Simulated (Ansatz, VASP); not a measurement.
## Two plane-wave programs on LiMo2

```
CELL_PARAMETERS angstrom
1.64116 -1.64614 -4.01979
1.65972 -1.65511 4.03127
-3.29654 -3.29714 -0.00384
ATOMIC_POSITIONS crystal
Li 0.99991 0.99988 0.00004
Li 0.50011 0.50012 0.49997
Mo 0.33048 0.66927 0.99994
Mo 0.83057 0.16934 0.50012
Mo 0.16950 0.83073 0.49990
Mo 0.66943 0.33066 0.00003
```

Change from the starting cell: cell x2, atoms moved at random (sigma 0.15 Å) and cell strained at random (1.5 %), then relaxed without symmetry.

Alike in both runs: functional PBE; k mesh 6 × 6 × 6; occupations gaussian, width 0.2 eV; no spin polarisation.

Ansatz relaxed the structure, and its values are those at the end. VASP's run is a single point on that final structure, the one shown.

```csv
,VASP,Ansatz
version,VASP 6.6.1,Ansatz 0.2.0
potentials or method,"VASP PAW PBE potentials, release 64 (Li_sv, Mo_sv), cutoff 520 eV","scalar-relativistic, plane waves, PAW"
valence electrons in the cell,62,62
```

|  | VASP | Ansatz | Ansatz less VASP |
| --- | --- | --- | --- |
| gap on the k mesh at the Fermi level (eV) | none | none | - |
| rms of the force components (eV/Å) | 0.011 | 0.005 | -0.0060 |

A gap of «none» marks a metal or a gap that the smearing closes. The functional is the same, so the differences come from potentials, cutoffs and numerics.

Noted on VASP's run: the cutoff is short for stress, so the pressure is rough.
